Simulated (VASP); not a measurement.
Input of a VASP 6.6.1 run:

Contents of INCAR:

```
SYSTEM = Sm2Si
PREC = Accurate
ENCUT = 500
EDIFF = 1E-6
ISMEAR = 0
SIGMA = 0.1
LREAL = .False.
LASPH = .True.
NELM = 200
ALGO = Normal
ISIF = 2
LWAVE = .False.
LCHARG = .False.
GGA = PE
NBANDS = 20
GGA_COMPAT = .False.
LMAXMIX = 6
```

Contents of KPOINTS:

```
regular mesh
0
Gamma
  12 12 12
  0 0 0
```

The input POSCAR:

```
Sm2Si
1.0
    0.0000000000      3.5010415362      3.5010415362
    3.5010415362      0.0000000000      3.5010415362
    3.5010415362      3.5010415362      0.0000000000
Sm Si
2 1
Direct
    0.2500000000      0.2500000000      0.2500000000
    0.7500000000      0.7500000000      0.7500000000
    0.0000000000      0.0000000000      0.0000000000
```

Potentials or basis: VASP PAW PBE potentials, release 64 (Sm_3, Si), 4f in core.

Launch:

```console
$ cat potpaw_PBE.64/Sm_3/POTCAR potpaw_PBE.64/Si/POTCAR > POTCAR
$ mpirun -np 1 vasp_std > vasp.out
```

Problem. Predict the band gap on the k mesh.

Solution. Zero (bands 13 and 14 overlap by 1.60 eV).

Problem. Estimate the pressure.

Solution. 0.3 GPa.

Caveat: spin-orbit coupling is left out, which moves the levels of the heavy elements; the 4f electrons are frozen in the core, so they carry no moment and show no levels. Spin polarisation is off, so any magnetic state and its effect on volume and gap are missing.
